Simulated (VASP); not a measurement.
# BN (I-4m2) in VASP: further runs

BN is run at these levels: r2SCAN; tasks: single point.

Program: VASP 6.6.1. These are calculated values, not measurements. Logs are shortened: lines on timing, memory, paths and dates and some standing lists are left out, and cuts for length are marked.

## (1) The cell of the first run

It takes space group I-4m2 (No. 119, tetragonal). Conventional cell: a = 2.785 Å, b = 2.785 Å, c = 3.072 Å, α = 90.00°, β = 90.00°, γ = 90.00°. B (site symmetry -4m2) has 4 N at 1.59 Å within 2.1 Å. Within 2.1 Å of N (site symmetry -4m2) lie 4 B at 1.59 Å.

## (2) Single point, r2SCAN

POSCAR reads:

```
BN
1.0
    0.0000000000      1.9695477275      1.5362472275
    1.9695477275      0.0000000000      1.5362472275
    1.9695477275      1.9695477275      0.0000000000
B N
1 1
Direct
    0.0000000000      0.0000000000      0.0000000000
    0.7500000000      0.7500000000      0.7500000000
```

INCAR.step1 reads:

```
PREC = Accurate
ENCUT = 520
ISMEAR = 0
SIGMA = 0.05
LREAL = False
LASPH = True
NELM = 60
NBANDS = 11
GGA = PE
ALGO = Normal
EDIFF = 1E-4
LWAVE = True
LCHARG = False
```

INCAR.step2 reads:

```
PREC = Accurate
ENCUT = 520
EDIFF = 1E-6
ISMEAR = 0
SIGMA = 0.05
LREAL = False
LASPH = True
NELM = 60
ALGO = Normal
ISIF = 2
LWAVE = False
LCHARG = False
METAGGA = R2SCAN
LMIXTAU = True
NBANDS = 11
ISTART = 1
```

KPOINTS reads:

```
Automatic mesh
0
Gamma
  12 12 12
```

Potentials or basis: VASP PAW PBE potentials, release 64 (B, N).

Started as:

```
$ cat potpaw_PBE.64/B/POTCAR potpaw_PBE.64/N/POTCAR > POTCAR
$ cp INCAR.step1 INCAR
$ mpirun -np 1 vasp_std > vasp.out
$ cp INCAR.step2 INCAR
$ mpirun -np 1 vasp_std > vasp.out
```

OUTCAR:

```text
PREC = Accurate
   ENCUT = 520
   EDIFF = 1E-6
   ISMEAR = 0
   LREAL = False
   LASPH = True
   NELM = 60
   ISIF = 2
   METAGGA = R2SCAN
   ISTART = 1

 ion  position               nearest neighbor table
   1  0.000  0.000  0.000-   2 1.59   2 1.59   2 1.59   2 1.59
   2  0.750  0.750  0.750-   1 1.59   1 1.59   1 1.59   1 1.59

  LATTYP: Found a body centered tetragonal cell.
 ALAT       =     2.7853611080
 C/A-ratio  =     1.1030865787

  Lattice vectors:

 A1 = (   0.0000000000,  -1.9695477275,  -1.5362472275)
 A2 = (   0.0000000000,   1.9695477275,  -1.5362472275)
 A3 = (   1.9695477275,   0.0000000000,   1.5362472275)

Analysis of symmetry for initial positions (statically):
=====================================================================
 Subroutine PRICEL returns:
 Original cell was already a primitive cell.

 Routine SETGRP: Setting up the symmetry group for a
 body centered tetragonal supercell.

 Subroutine GETGRP returns: Found  8 space group operations
 (whereof  8 operations were pure point group operations)
 out of a pool of 16 trial point group operations.

The static configuration has the point symmetry D_2d.

Analysis of symmetry for dynamics (positions and initial velocities):
=====================================================================
 Subroutine PRICEL returns:
 Original cell was already a primitive cell.

 Routine SETGRP: Setting up the symmetry group for a
 body centered tetragonal supercell.

 Subroutine GETGRP returns: Found  8 space group operations
 (whereof  8 operations were pure point group operations)
 out of a pool of 16 trial point group operations.

The dynamic configuration has the point symmetry D_2d.

 Subroutine INISYM returns: Found  8 space group operations
 (whereof  8 operations are pure point group operations),
 and found     1 'primitive' translations

----------------------------------------------------------------------------------------

                                     Primitive cell

  volume of cell :      11.9186

  direct lattice vectors                    reciprocal lattice vectors
     0.000000000  1.969547727  1.536247228    -0.253865389  0.253865389  0.325468447
     1.969547727  0.000000000  1.536247228     0.253865389 -0.253865389  0.325468447
     1.969547727  1.969547727  0.000000000     0.253865389  0.253865389 -0.325468447

  length of vectors
     2.497833821  2.497833821  2.785361108     0.484587435  0.484587435  0.484587435

  position of ions in fractional coordinates (direct lattice)
     0.000000000  0.000000000  0.000000000
     0.750000000  0.750000000  0.750000000

  ion indices of the primitive-cell ions
   primitive index   ion index
                 1           1
                 2           2

----------------------------------------------------------------------------------------

 KPOINTS: Automatic mesh

Automatic generation of k-mesh.
 Grid dimensions read from file:
 generate k-points for:   12   12   12

 Generating k-lattice:

  Cartesian coordinates                     Fractional coordinates (reciprocal lattice)
    -0.021155449  0.021155449  0.027122371     0.083333333  0.000000000  0.000000000
     0.021155449 -0.021155449  0.027122371     0.000000000  0.083333333  0.000000000
     0.021155449  0.021155449 -0.027122371     0.000000000  0.000000000  0.083333333

  Length of vectors
     0.040382286  0.040382286  0.040382286

  Shift w.r.t. Gamma in fractional coordinates (k-lattice)
     0.000000000  0.000000000  0.000000000

 Subroutine IBZKPT returns following result:
 ===========================================

 Found    163 irreducible k-points:

 Following reciprocal coordinates:
            Coordinates               Weight
  0.000000  0.000000  0.000000      1.000000
  0.083333 -0.000000  0.000000      8.000000
  0.166667 -0.000000  0.000000      8.000000
  0.250000 -0.000000  0.000000      8.000000
  0.333333 -0.000000  0.000000      8.000000
  0.416667 -0.000000  0.000000      8.000000
[... 16 lines left out ...]
  0.500000  0.166667  0.000000      8.000000
 -0.416667  0.166667  0.000000      8.000000
 [... further k-points ...]
   k-points           NKPTS =    163   k-points in BZ     NKDIM =    163   number of bands    NBANDS=     11
   number of dos      NEDOS =    301   number of ions     NIONS =      2
   total plane-waves  NPLWV =   9600
   dimension x,y,z NGX =    20 NGY =   20 NGZ =   24
   dimension x,y,z NGXF=    40 NGYF=   40 NGZF=   48
   ions per type =               1   1
   NGX,Y,Z   is equivalent  to a cutoff of  13.31, 13.31, 14.32 a.u.
   NGXF,Y,Z  is equivalent  to a cutoff of  26.62, 26.62, 28.65 a.u.
 SYSTEM =  unknown system
   PREC   = accura    normal or accurate (medium, high low for compatibility)
   ISTART =      1    job   : 0-new  1-cont  2-samecut
   ICHARG =      0    charge: 1-file 2-atom 10-const
   ISPIN  =      1    spin polarized calculation?
   LNONCOLLINEAR =      F non collinear calculations
   LSORBIT =      F    spin-orbit coupling
   LASPH  =      T    aspherical Exc in radial PAW
   ENCUT  =  520.0 eV  38.22 Ry    6.18 a.u.   4.64  4.64  5.18*2*pi/ulx,y,z
   NELM   =     60;   NELMIN=  2; NELMDL=  0     # of ELM steps
   EDIFF  = 0.1E-05   stopping-criterion for ELM
   LREAL  =      F    real-space projection
   EDIFFG = 0.1E-04   stopping-criterion for IOM
   NSW    =      0    number of steps for IOM
   IBRION =     -1    ionic relax: 0-MD 1-quasi-New 2-CG
   NFREE  =      0    steps in history (QN), initial steepest desc. (CG)
   ISIF   =      2    stress and relaxation
   ISYM   =      2    0-nonsym 1-usesym 2-fastsym
   POTIM  = 0.5000    time-step for ionic-motion
   TEBEG  =    0.0;   TEEND  =   0.0 temperature during run
   PSTRESS=    0.0 pullay stress
   NELECT =       8.0000    total number of electrons
   NUPDOWN=      -1.0000    fix difference up-down
   EMIN   =  10.00;   EMAX   =-10.00  energy-range for DOS
   EFERMI =   0.00;   METHOD = LEGACY
   ISMEAR =     0;   SIGMA  =   0.05  broadening in eV -4-tet -1-fermi 0-gaus
   EFERMI_NEDOS =   21; number of points for ismear=-14 and -15
   IALGO  =     38    algorithm
   IMIX   =      4    mixing-type and parameters
     AMIX     =   0.40;   BMIX     =  1.00
     AMIX_MAG =   1.60;   BMIX_MAG =  1.00
  volume/ion in A,a.u.               =       5.96        40.22
  Fermi-wavevector in a.u.,A,eV,Ry     =   1.433387  2.708709 27.954506  2.054598
  Thomas-Fermi vector in A             =   2.552911
   LORBIT       =      0    0 simple, 1 ext, 2 COOP (PROOUT), +10 PAW based schemes
   METAGGA = R2SCAN    functional components
   LHFCALC =     F    Hartree Fock is set to
   AEXX    =    0.0000 exact exchange contribution
   IVDW    =     0    specifies the selected vdW correction
   LEPSILON=     F    determine dielectric tensor
   LRPA    =     F    only Hartree local field effects (RPA)
 non-spin polarized calculation
 Gauss-broadening in eV      SIGMA  =   0.05
  energy-cutoff  :      520.00
  volume of cell :       11.92
 maximum number of plane-waves:       337
   NGX =  9   NGY =  9   NGZ = 11

 number of electron       8.0000000 magnetization

 Free energy of the ion-electron system (eV)
  ---------------------------------------------------
  ext. energy  EPLUGINS =         0.00000000
  ---------------------------------------------------
  free energy    TOTEN  =       -18.40361595 eV

  energy without entropy =      -18.40361595  energy(sigma->0) =      -18.40361595

 E-fermi :   8.7287     XC(G=0): -13.6482

 val. band max:        8.4091923705   @ k =   0.0000   0.0000   0.0000
 cond. band min:      10.2172876104   @ k =   0.5000   0.5000   0.0000
 fundamental gap:      1.8080952399
 Fermi energy:         8.7287257071

 k-point     1 :       0.0000    0.0000    0.0000
  band No.  band energies     occupation
      1     -13.9070      2.00000
      2       6.6720      2.00000
      3       6.6720      2.00000
      4       8.4092      2.00000
      5      16.2023      0.00000
      6      17.8838      0.00000
      7      17.8838      0.00000
      8      17.8902      0.00000
      9      29.9372      0.00000
     10      33.6179      0.00000
     11      33.6181      0.00000

 k-point     2 :       0.0833   -0.0000    0.0000
  band No.  band energies     occupation
      1     -13.7260      2.00000
      2       6.0648      2.00000
      3       6.4072      2.00000
      4       8.0622      2.00000
      5      16.0072      0.00000
      6      17.9765      0.00000
      7      18.0205      0.00000
      8      18.8023      0.00000
      9      29.4614      0.00000
     10      31.7010      0.00000
     11      33.8743      0.00000

 k-point     3 :       0.1667   -0.0000    0.0000
  band No.  band energies     occupation
      1     -13.1899      2.00000
      2       4.2399      2.00000
      3       5.7574      2.00000
      4       7.5879      2.00000
      5      15.6514      0.00000
      6      18.1730      0.00000
      7      18.6613      0.00000
      8      20.3723      0.00000
      9      29.4494      0.00000
     10      30.5920      0.00000
     11      34.1785      0.00000

 k-point     4 :       0.2500   -0.0000    0.0000
  band No.  band energies     occupation
      1     -12.3255      2.00000
      2       1.8122      2.00000
      3       4.9961      2.00000
      4       7.2136      2.00000
      5      15.2777      0.00000
      6      18.0162      0.00000
      7      19.6134      0.00000
      8      22.0166      0.00000
      9      30.3671      0.00000
     10      30.6942      0.00000
     11      34.4734      0.00000
[... 239 lines left out ...]
 k-point    22 :       0.4167    0.1667    0.0000
  band No.  band energies     occupation
      1      -9.6202      2.00000
      2      -1.6894      2.00000
      3       2.6989      2.00000
      4       5.3784      2.00000
      5      14.0645      0.00000
      6      19.5918      0.00000
      7      19.7937      0.00000
      8      22.1363      0.00000
      9      31.6816      0.00000
     10      35.8337      0.00000
     11      36.5083      0.00000

 k-point    23 :       0.5000    0.1667    0.0000
  band No.  band energies     occupation
      1      -8.8844      2.00000
      2      -2.8545      2.00000
      3       2.6102      2.00000
      4       5.1530      2.00000
      5      14.2062      0.00000
      6      19.6146      0.00000
      7      20.5674      0.00000
      8      22.1300      0.00000
      9      30.9962      0.00000
     10      34.9977      0.00000
     11      36.3643      0.00000

 k-point    24 :      -0.4167    0.1667    0.0000
  band No.  band energies     occupation
      1      -9.2532      2.00000
      2      -2.3740      2.00000
      3       2.8427      2.00000
      4       4.9295      2.00000
      5      14.3678      0.00000
      6      19.5572      0.00000
      7      21.3758      0.00000
      8      22.5535      0.00000
      9      29.6566      0.00000
     10      33.9532      0.00000
     11      34.1152      0.00000

 [... further k-points ...]

------------------------ aborting loop because EDIFF is reached ----------------------------------------

  FORCE on cell =-STRESS in cart. coord.  units (eV):
  Direction    XX          YY          ZZ          XY          YZ          ZX
  --------------------------------------------------------------------------------------
  -------------------------------------------------------------------------------------
  Total       -3.1639595     -3.1639595      5.0520778      0.0000000      0.0000000      0.0000000
  in kB     -425.3215294   -425.3215294    679.1355884      0.0000000      0.0000000      0.0000000
  external PRESSURE =     -57.1691568 kB  Pullay stress =       0.0000000 kB

 VOLUME and BASIS-vectors are now :
 -----------------------------------------------------------------------------
  energy-cutoff  :      520.00
  volume of cell :       11.92
      direct lattice vectors                 reciprocal lattice vectors
     0.000000000  1.969547727  1.536247228    -0.253865389  0.253865389  0.325468447
     1.969547727  0.000000000  1.536247228     0.253865389 -0.253865389  0.325468447
     1.969547727  1.969547727  0.000000000     0.253865389  0.253865389 -0.325468447

 POSITION                                       TOTAL-FORCE (eV/Angst)
 -----------------------------------------------------------------------------------
      0.00000      0.00000      0.00000        -0.000000     -0.000000      0.000000
      2.95432      2.95432      2.30437         0.000000      0.000000     -0.000000
 -----------------------------------------------------------------------------------
    total drift:                                0.000032      0.000032     -0.000047

  FREE ENERGIE OF THE ION-ELECTRON SYSTEM (eV)
  ---------------------------------------------------
  free  energy   TOTEN  =       -18.4036159463 eV

  energy  without entropy=      -18.4036159463  energy(sigma->0) =      -18.40361595
```

It took 65 s on 1 thread of Intel Xeon Platinum 8488C (Sapphire Rapids), shared host; peak memory 0.14 GiB.

Results:

| Quantity | Value |
| --- | --- |
| Free energy | -18.4036 eV |
| Pressure | -5.7 GPa |
| Band gap on the k mesh | 1.81 eV, indirect (least direct gap 7.79 eV) |

Stress tensor (GPa, compression positive):
```
-42.53   0.00   0.00
  0.00 -42.53   0.00
  0.00   0.00  67.91
```

Levels at points of the mesh, in eV from the valence-band top:
```tsv
k point	band 1	band 2	band 3	band 4	band 5	band 6	band 7	band 8	band 9
(0.00, 0.00, 0.00)	-22.32	-1.74	-1.74	0.00	7.79	9.47	9.47	9.48	21.53
(0.50, 0.00, 0.00)	-17.84	-11.98	-4.66	-1.75	6.23	8.78	13.67	15.66	23.62
(0.50, 0.50, 0.00)	-14.83	-8.16	-8.16	-7.66	1.81	4.62	17.87	17.87	23.67
(0.50, 0.00, 0.50)	-17.45	-11.54	-4.68	-4.48	5.76	11.14	14.57	16.66	18.24
```

Caveat: the PAW data sets were made with another functional, which shifts forces and pressure a little. A k mesh can miss the band edges.

## (3) Single point, r2SCAN

This run uses another cell than the first one, of the same volume but with other edges.

POSCAR reads:

```
BN
1.0
    0.0000000000      1.6611808892      2.1595351560
    1.6611808892      0.0000000000      2.1595351560
    1.6611808892      1.6611808892      0.0000000000
B N
1 1
Direct
    0.0000000000      0.0000000000      0.0000000000
    0.7500000000      0.7500000000      0.7500000000
```

INCAR.step1 reads:

```
PREC = Accurate ; ENCUT = 520
ISMEAR = 0 ; SIGMA = 0.05
LREAL = F ; LASPH = T
NELM = 80 ; NBANDS = 11
GGA = PE ; ALGO = Normal
EDIFF = 1E-4 ; LWAVE = T
LCHARG = F
```

INCAR.step2 reads:

```
PREC = Accurate ; ENCUT = 520
EDIFF = 1E-6 ; ISMEAR = 0
SIGMA = 0.05 ; LREAL = F
LASPH = T ; NELM = 80
ALGO = Normal ; ISIF = 2
LWAVE = F ; LCHARG = F
METAGGA = R2SCAN ; LMIXTAU = T
NBANDS = 11 ; ISTART = 1
```

KPOINTS is that of step 2.

Potentials or basis: VASP PAW PBE potentials, release 64 (B, N).

Started as:

```
$ cat potpaw_PBE.64/B/POTCAR potpaw_PBE.64/N/POTCAR > POTCAR
$ cp INCAR.step1 INCAR
$ mpirun -np 1 vasp_std > vasp.out
$ cp INCAR.step2 INCAR
$ mpirun -np 1 vasp_std > vasp.out
```

Run time: 52 s. Hardware: 1 thread of Intel Xeon Platinum 8488C (Sapphire Rapids), shared host; peak memory 0.13 GiB.

The run converged. Its results:

```yaml
Free_energy: -17.8170 eV
Pressure: -1.8 GPa
Band_gap_on_the_k_mesh: 2.39 eV, indirect (least direct gap 5.03 eV)
```

Stress tensor (GPa, compression positive):
```
  73.90    0.00    0.00
   0.00   73.90    0.00
   0.00    0.00 -153.21
```

Levels at points of the mesh, in eV from the valence-band top:
```
           k point  band 1  band 2  band 3  band 4  band 5  band 6  band 7  band 8  band 9
(0.00, 0.00, 0.00)  -22.55   -3.93   -0.06   -0.06    8.03    8.05    8.05    9.98   19.13
(0.50, 0.00, 0.00)  -18.04  -12.22   -5.53   -0.79    4.24   11.45   13.82   14.66   22.44
(0.50, 0.50, 0.00)  -18.70  -12.99   -3.58   -3.58    7.28   12.65   16.51   16.51   16.70
(0.50, 0.00, 0.50)  -15.59   -9.21   -7.11   -7.10    2.39    6.70   13.70   16.65   20.18
```

Caveat: the PAW data sets were made with another functional, which shifts forces and pressure a little. A k mesh can miss the band edges.
